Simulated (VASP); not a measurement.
# Sm (Fm-3m) in VASP: single point with LDA

Aim: the single point of Sm with LDA.

Program: VASP 6.6.1. These are calculated values, not measurements. Logs are shortened: lines on timing, memory, paths and dates and some standing lists are left out, and cuts for length are marked.

## (1) The cell of the first run

The structure is cubic, space group Fm-3m (No. 225). The conventional cell has a = 4.279 Å, b = 4.279 Å, c = 4.279 Å, α = 90.00°, β = 90.00°, γ = 90.00°. Within 4.0 Å of Sm (site symmetry m-3m) lie 12 Sm at 3.03 Å.

## (2) Single point, LDA

Input file INCAR:

```
SYSTEM = Sm
PREC = Accurate ; ENCUT = 520
EDIFF = 1E-7 ; ISMEAR = -1
SIGMA = 0.13605693000000002 ; LREAL = .False.
LASPH = .True. ; NELM = 100
ALGO = Normal ; ISIF = 2
LWAVE = .False. ; LCHARG = .True.
GGA = CA ; LELF = .True.
LVHAR = .True. ; NBANDS = 14
```

Input file KPOINTS:

```
regular mesh
0
Gamma
  13 13 13
  0 0 0
```

Input file POSCAR:

```
Sm
1.0
    0.0000000000      2.1396109579      2.1396109579
    2.1396109579      0.0000000000      2.1396109579
    2.1396109579      2.1396109579      0.0000000000
Sm
1
Direct
    0.0000000000      0.0000000000      0.0000000000
```

Potentials or basis: VASP PAW PBE potentials, release 64 (Sm).

Run with:

```sh
> cat potpaw_PBE.64/Sm/POTCAR > POTCAR
> mpirun -np 1 vasp_std > vasp.out
```

OUTCAR:

```text
SYSTEM = Sm
   PREC = Accurate
   ENCUT = 520
   EDIFF = 1E-7
   ISMEAR = -1
   LREAL = .False.
   LASPH = .True.
   NELM = 100
   ISIF = 2
   GGA = CA

 ion  position               nearest neighbor table
   1  0.000  0.000  0.000-

  LATTYP: Found a face centered cubic cell.
 ALAT       =     4.2792219158

  Lattice vectors:

 A1 = (   0.0000000000,   2.1396109579,   2.1396109579)
 A2 = (   2.1396109579,   0.0000000000,   2.1396109579)
 A3 = (   2.1396109579,   2.1396109579,   0.0000000000)

Analysis of symmetry for initial positions (statically):
=====================================================================
 Subroutine PRICEL returns:
 Original cell was already a primitive cell.

 Routine SETGRP: Setting up the symmetry group for a
 face centered cubic supercell.

 Subroutine GETGRP returns: Found 48 space group operations
 (whereof 48 operations were pure point group operations)
 out of a pool of 48 trial point group operations.

The static configuration has the point symmetry O_h .

Analysis of symmetry for dynamics (positions and initial velocities):
=====================================================================
 Subroutine PRICEL returns:
 Original cell was already a primitive cell.

 Routine SETGRP: Setting up the symmetry group for a
 face centered cubic supercell.

 Subroutine GETGRP returns: Found 48 space group operations
 (whereof 48 operations were pure point group operations)
 out of a pool of 48 trial point group operations.

The dynamic configuration has the point symmetry O_h .

 Subroutine INISYM returns: Found 48 space group operations
 (whereof 48 operations are pure point group operations),
 and found     1 'primitive' translations

----------------------------------------------------------------------------------------

                                     Primitive cell

  volume of cell :      19.5900

  direct lattice vectors                    reciprocal lattice vectors
     0.000000000  2.139610958  2.139610958    -0.233687343  0.233687343  0.233687343
     2.139610958  0.000000000  2.139610958     0.233687343 -0.233687343  0.233687343
     2.139610958  2.139610958  0.000000000     0.233687343  0.233687343 -0.233687343

  length of vectors
     3.025866835  3.025866835  3.025866835     0.404758351  0.404758351  0.404758351

  position of ions in fractional coordinates (direct lattice)
     0.000000000  0.000000000  0.000000000

  ion indices of the primitive-cell ions
   primitive index   ion index
                 1           1

----------------------------------------------------------------------------------------

 KPOINTS: regular mesh

Automatic generation of k-mesh.
 Grid dimensions read from file:
 generate k-points for:   13   13   13

 Generating k-lattice:

  Cartesian coordinates                     Fractional coordinates (reciprocal lattice)
    -0.017975949  0.017975949  0.017975949     0.076923077  0.000000000  0.000000000
     0.017975949 -0.017975949  0.017975949     0.000000000  0.076923077  0.000000000
     0.017975949  0.017975949 -0.017975949     0.000000000  0.000000000  0.076923077

  Length of vectors
     0.031135258  0.031135258  0.031135258

  Shift w.r.t. Gamma in fractional coordinates (k-lattice)
     0.000000000  0.000000000  0.000000000

 Subroutine IBZKPT returns following result:
 ===========================================

 Found     84 irreducible k-points:

 Following reciprocal coordinates:
            Coordinates               Weight
  0.000000  0.000000  0.000000      1.000000
  0.076923  0.000000  0.000000      8.000000
  0.153846  0.000000  0.000000      8.000000
  0.230769  0.000000  0.000000      8.000000
  0.307692  0.000000  0.000000      8.000000
  0.384615  0.000000  0.000000      8.000000
[... 16 lines left out ...]
  0.384615  0.153846  0.000000     24.000000
  0.461538  0.153846  0.000000     24.000000
 [... further k-points ...]
   k-points           NKPTS =     84   k-points in BZ     NKDIM =     84   number of bands    NBANDS=     14
   number of dos      NEDOS =    301   number of ions     NIONS =      1
   total plane-waves  NPLWV =  13824
   dimension x,y,z NGX =    24 NGY =   24 NGZ =   24
   dimension x,y,z NGXF=    48 NGYF=   48 NGZF=   48
   ions per type =               1
   NGX,Y,Z   is equivalent  to a cutoff of  13.19, 13.19, 13.19 a.u.
   NGXF,Y,Z  is equivalent  to a cutoff of  26.37, 26.37, 26.37 a.u.
 SYSTEM =  Sm
   PREC   = accura    normal or accurate (medium, high low for compatibility)
   ISTART =      0    job   : 0-new  1-cont  2-samecut
   ICHARG =      2    charge: 1-file 2-atom 10-const
   ISPIN  =      1    spin polarized calculation?
   LNONCOLLINEAR =      F non collinear calculations
   LSORBIT =      F    spin-orbit coupling
   LASPH  =      T    aspherical Exc in radial PAW
   ENCUT  =  520.0 eV  38.22 Ry    6.18 a.u.   5.63  5.63  5.63*2*pi/ulx,y,z
   NELM   =    100;   NELMIN=  2; NELMDL= -5     # of ELM steps
   EDIFF  = 0.1E-06   stopping-criterion for ELM
   LREAL  =      F    real-space projection
   EDIFFG = 0.1E-05   stopping-criterion for IOM
   NSW    =      0    number of steps for IOM
   IBRION =     -1    ionic relax: 0-MD 1-quasi-New 2-CG
   NFREE  =      0    steps in history (QN), initial steepest desc. (CG)
   ISIF   =      2    stress and relaxation
   ISYM   =      2    0-nonsym 1-usesym 2-fastsym
   POTIM  = 0.5000    time-step for ionic-motion
   TEBEG  =    0.0;   TEEND  =   0.0 temperature during run
   PSTRESS=    0.0 pullay stress
   NELECT =      16.0000    total number of electrons
   NUPDOWN=      -1.0000    fix difference up-down
   EMIN   =  10.00;   EMAX   =-10.00  energy-range for DOS
   EFERMI =   0.00;   METHOD = LEGACY
   ISMEAR =    -1;   SIGMA  =   0.14  broadening in eV -4-tet -1-fermi 0-gaus
   EFERMI_NEDOS =   21; number of points for ismear=-14 and -15
   IALGO  =     38    algorithm
   IMIX   =      4    mixing-type and parameters
     AMIX     =   0.40;   BMIX     =  1.00
     AMIX_MAG =   1.60;   BMIX_MAG =  1.00
  volume/ion in A,a.u.               =      19.59       132.20
  Fermi-wavevector in a.u.,A,eV,Ry     =   1.530277  2.891804 31.861406  2.341747
  Thomas-Fermi vector in A             =   2.637782
   LORBIT       =      0    0 simple, 1 ext, 2 COOP (PROOUT), +10 PAW based schemes
   GGA     = CA    functional components
   LHFCALC =     F    Hartree Fock is set to
   AEXX    =    0.0000 exact exchange contribution
   IVDW    =     0    specifies the selected vdW correction
   LEPSILON=     F    determine dielectric tensor
   LRPA    =     F    only Hartree local field effects (RPA)
 non-spin polarized calculation
  energy-cutoff  :      520.00
  volume of cell :       19.59
 maximum number of plane-waves:       537
   NGX = 11   NGY = 11   NGZ = 11

 number of electron      16.0000001 magnetization

 Free energy of the ion-electron system (eV)
  ---------------------------------------------------
  ext. energy  EPLUGINS =         0.00000000
  ---------------------------------------------------
  free energy    TOTEN  =        -6.19918340 eV

  energy without entropy =       -5.46975490  energy(sigma->0) =       -5.83446915

 E-fermi :   5.8894     XC(G=0): -12.9759

 val. band max:        5.8854473762   @ k =  -0.3846   0.4615   0.0769
 cond. band min:       5.8909390871   @ k =   0.3846   0.2308   0.0000
 fundamental gap:      0.0054917109
 Fermi energy:         5.8893511323

 k-point     1 :       0.0000    0.0000    0.0000
  band No.  band energies     occupation
      1     -33.7740      2.00000
      2     -11.1973      2.00000
      3     -11.1973      2.00000
      4     -11.1973      2.00000
      5       2.7979      2.00000
      6       5.1076      1.99363
      7       5.6948      1.61387
      8       5.6948      1.61387
      9       5.6948      1.61387
     10       6.4397      0.03443
     11       6.4397      0.03443
     12       6.4397      0.03443
     13       8.4449      0.00000
     14       8.4449      0.00000

 k-point     2 :       0.0769    0.0000    0.0000
  band No.  band energies     occupation
      1     -33.7323      2.00000
      2     -11.4973      2.00000
      3     -11.2290      2.00000
      4     -11.2290      2.00000
      5       3.1553      2.00000
      6       5.0715      1.99511
      7       5.6736      1.66013
      8       5.7089      1.58034
      9       5.7089      1.58034
     10       6.3504      0.06529
     11       6.3504      0.06529
     12       6.4410      0.03409
     13       8.3585      0.00000
     14       8.6674      0.00000

 k-point     3 :       0.1538    0.0000    0.0000
  band No.  band energies     occupation
      1     -33.6144      2.00000
      2     -12.2682      2.00000
      3     -11.3153      2.00000
      4     -11.3153      2.00000
      5       3.9264      2.00000
      6       5.0789      1.99484
      7       5.6146      1.76563
      8       5.7504      1.47035
      9       5.7504      1.47035
     10       6.1818      0.20882
     11       6.1818      0.20882
     12       6.4447      0.03319
     13       8.2774      0.00000
     14       9.0922      0.00000
[... 324 lines left out ...]
 k-point    23 :       0.3846    0.1538    0.0000
  band No.  band energies     occupation
      1     -33.0946      2.00000
      2     -14.3642      2.00000
      3     -12.0608      2.00000
      4     -11.9413      2.00000
      5       4.4238      1.99996
      6       5.2735      1.97860
      7       5.6056      1.77898
      8       5.8537      1.13017
      9       6.0446      0.48431
     10       6.0980      0.35502
     11       6.2364      0.14472
     12       6.2602      0.12291
     13       7.9147      0.00000
     14       8.9526      0.00000

 k-point    24 :       0.4615    0.1538    0.0000
  band No.  band energies     occupation
      1     -32.9629      2.00000
      2     -14.8727      2.00000
      3     -12.2735      2.00000
      4     -11.9615      2.00000
      5       4.4012      1.99996
      6       5.2036      1.98714
      7       5.6641      1.67934
      8       5.8045      1.30211
      9       6.1303      0.29090
     10       6.1321      0.28759
     11       6.2524      0.12969
     12       6.2530      0.12924
     13       7.6082      0.00001
     14       9.6164      0.00000

 [... further k-points ...]

------------------------ aborting loop because EDIFF is reached ----------------------------------------

  FORCE on cell =-STRESS in cart. coord.  units (eV):
  Direction    XX          YY          ZZ          XY          YZ          ZX
  --------------------------------------------------------------------------------------
  -------------------------------------------------------------------------------------
  Total        0.0232679      0.0232679      0.0232679      0.0000000      0.0000000      0.0000000
  in kB        1.9029762      1.9029762      1.9029762      0.0000000      0.0000000      0.0000000
  external PRESSURE =       1.9029762 kB  Pullay stress =       0.0000000 kB

 VOLUME and BASIS-vectors are now :
 -----------------------------------------------------------------------------
  energy-cutoff  :      520.00
  volume of cell :       19.59
      direct lattice vectors                 reciprocal lattice vectors
     0.000000000  2.139610958  2.139610958    -0.233687343  0.233687343  0.233687343
     2.139610958  0.000000000  2.139610958     0.233687343 -0.233687343  0.233687343
     2.139610958  2.139610958  0.000000000     0.233687343  0.233687343 -0.233687343

 POSITION                                       TOTAL-FORCE (eV/Angst)
 -----------------------------------------------------------------------------------
      0.00000      0.00000      0.00000        -0.000000      0.000000      0.000000
 -----------------------------------------------------------------------------------
    total drift:                                0.000000      0.000000     -0.000000

  FREE ENERGIE OF THE ION-ELECTRON SYSTEM (eV)
  ---------------------------------------------------
  free  energy   TOTEN  =        -6.1991833985 eV

  energy  without entropy=       -5.4697548953  energy(sigma->0) =       -5.83446915
```

Wall time 34 s (1 thread of Intel Xeon 6975P-C, shared host); peak memory 0.16 GiB.

What came out:

```yaml
Free_energy: -6.1992 eV
Pressure: 0.2 GPa
Band_gap_on_the_k_mesh: zero (band 8 reaches 5.97 eV, above the bottom of band 9 at 5.69 eV)
```

Caveat: the PAW data sets were made with another functional, which shifts forces and pressure a little; spin-orbit coupling is left out, which moves the levels of the heavy elements. Spin polarisation is off, so any magnetic state and its effect on volume and gap are missing.
